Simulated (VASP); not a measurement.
A run of VASP 6.6.1:

Contents of INCAR:

```
ALGO     = Normal         # electronic algorithm
EDIFF    = 1E-6           # SCF threshold, eV
ENCUT    = 520            # plane-wave cutoff, eV
ISIF     = 2              # what is computed and relaxed
ISMEAR   = -1             # smearing method
LASPH    = True           # aspherical terms in the spheres
LCHARG   = False          # write CHGCAR
LREAL    = False          # projectors in reciprocal space
LWAVE    = False          # write WAVECAR
NBANDS   = 12             # bands
NELM     = 100            # most SCF steps
PREC     = Accurate       # precision mode
SIGMA    = 0.05           # smearing width, eV
```

KPOINTS

```
k-points
0
Gamma
  14 14 14
```

POSCAR

```
Ta
1.0
   -1.6214316766      1.6214316766      1.6214316766
    1.6214316766     -1.6214316766      1.6214316766
    1.6214316766      1.6214316766     -1.6214316766
Ta
1
Direct
    0.0000000000      0.0000000000      0.0000000000
```

Potentials or basis: VASP PAW LDA potentials, release 64 (Ta_pv).

Run with:

```bash
$ cat potpaw_LDA.64/Ta_pv/POTCAR > POTCAR
$ mpirun -np 1 vasp_std > vasp.out
```

Hardware: 1 thread of Intel(R) Xeon(R) 6975P-C (Granite Rapids), with other jobs on the host.

Task: How long does it take, and how much memory?

Result: It took 5.5 s on 1 thread of Intel(R) Xeon(R) 6975P-C (Granite Rapids) (shared host), peak memory 0.14 GiB. Counts: scf iterations 10, k points 104.
